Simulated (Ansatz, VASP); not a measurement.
**One calculation of Si3C, two programs**

Contents of INCAR:

```
PREC = Accurate
ENCUT = 600
EDIFF = 1E-7
ISMEAR = 0
SIGMA = 0.1
LREAL = F
LASPH = T
NELM = 60
ALGO = Normal
ISIF = 3
LWAVE = F
LCHARG = F
GGA = PE
IBRION = 2
NSW = 100
EDIFFG = -0.01
```

The input KPOINTS:

```
Automatic mesh
0
Gamma
  16 16 8
```

The input POSCAR:

```
Si3C
1.0
    2.7505193567      0.0000000000      0.0000000000
    0.0000000000      2.7505193567      0.0000000000
    0.0000000000      0.0000000000      6.1513006032
Si C
3 1
Direct
    0.5000000000      0.5000000000      0.1912211403
    0.0000000000      0.0000000000      0.5000000000
    0.5000000000      0.5000000000      0.8087788597
    0.0000000000      0.0000000000      0.0000000000
```

Input for Ansatz:

```yaml
crystal:
  lattice:
    - [2.7505193567, 0.0, 0.0]
    - [0.0, 2.7505193567, 0.0]
    - [0.0, 0.0, 6.1513006032]
  atoms:
    - { symbol: Si, position: [0.5, 0.5, 0.1912211403] }
    - { symbol: Si, position: [0.0, 0.0, 0.5] }
    - { symbol: Si, position: [0.5, 0.5, 0.8087788597] }
    - { symbol: C, position: [0.0, 0.0, 0.0] }
basis:
  ecutwfc: 420
kpoints:
  mp_grid: { grid: [16, 16, 8] }
hamiltonian:
  xc: pbe
scf:
  occupations: { method: gaussian, width: 0.1 }
output:
  forces: true
  stress: true
  eigenvalues: true
  write_density: true
  write_potential: true
  elf: true
  volumetric_format: npy
relax:
  adjacent_minimum: "off"
  f_tol: 0.01
  max_steps: 80
  cell: { stress_tol: 0.05 }
```

Alike in both runs: task relaxation of cell and atoms; functional PBE; k mesh 16 × 16 × 8; occupations gaussian, width 0.1 eV; no spin polarisation.

|  | VASP | Ansatz |
| --- | --- | --- |
| version | VASP 6.6.1 | Ansatz 0.2.0 |
| potentials or method | VASP PAW PBE potentials, release 64 (Si, C), cutoff 600 eV | scalar-relativistic, plane waves, PAW |
| valence electrons in the cell | 16 | 16 |

Ansatz gave:

* gap on the k mesh at the Fermi level, each at its own relaxed structure (eV): none
* relaxed volume (Å³/atom): 11.62
* relaxed length of the cell vector where the two differ most in proportion (Å): 6.166

Question: What did VASP give for the same quantities?

Answer: gap on the k mesh at the Fermi level, each at its own relaxed structure (eV): none; relaxed volume (Å³/atom): 11.62; relaxed length of the cell vector where the two differ most in proportion (Å): 6.164.

A gap of «none» marks a metal or a gap that the smearing closes.

Noted on VASP's run: too few bands were computed for a metal, which touches its energy and stress.
